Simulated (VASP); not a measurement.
Set up this calculation in VASP 6.6.1, as the native input.

```yaml
Task: single point
Functional: LDA
Potentials_or_basis: VASP PAW LDA potentials, release 64 (Rh_pv)
Cutoff: 500 eV
k_mesh: 14 × 14 × 8
Occupations: fermi-dirac, width 0.1 eV
Spin: non-collinear spin, zero start, spin-orbit coupling
Starting_moments: "[[0.0, 0.0, 0.0], [0.0, 0.0, 0.0]] μB"
Dipole_correction: no
Further_INCAR_settings: ALGO = Normal; EDIFF = 1e-06; NBANDS = 42
```

The structure of Rh lies in POSCAR:

```
Rh
1.0
    2.7309800000      0.0000000000      0.0000000000
   -1.3654900000      2.3651000000      0.0000000000
    0.0000000000      0.0000000000      4.4284900000
Rh
2
Direct
    0.6666666667      0.3333333333      0.7500000000
    0.3333333333      0.6666666667      0.2500000000
```

This isn't the form of Rh at room conditions, which is fcc.

The input as run:

INCAR

```
SYSTEM = Rh
PREC = Accurate
ENCUT = 500
EDIFF = 1E-6
ISMEAR = -1
SIGMA = 0.1
LREAL = .FALSE.
LASPH = .TRUE.
NELM = 200
ALGO = Normal
ISIF = 2
LWAVE = .FALSE.
LCHARG = .FALSE.
MAGMOM = 0 0 0 0 0 0
LORBIT = 11
LSORBIT = .TRUE.
GGA_COMPAT = .FALSE.
LORBMOM = .TRUE.
LMAXMIX = 4
NBANDS = 42
```

KPOINTS

```
Automatic mesh
0
G
  14 14 8
  0 0 0
```

Potentials or basis: VASP PAW LDA potentials, release 64 (Rh_pv).

Command:

```sh
$ cat potpaw_LDA.64/Rh_pv/POTCAR > POTCAR
$ mpirun -np 1 vasp_ncl > vasp.out
```

Results of the run:

* Pressure: -17.9 GPa
* Net moment: 0.00 μB per cell
* Valence electrons inside the program's atomic spheres: Rh 13.72

Caveat: the cell stands under tension.

Wall time 4.2 min on 1 thread of Intel Xeon 8259CL (shared host), peak memory 0.3 GiB.
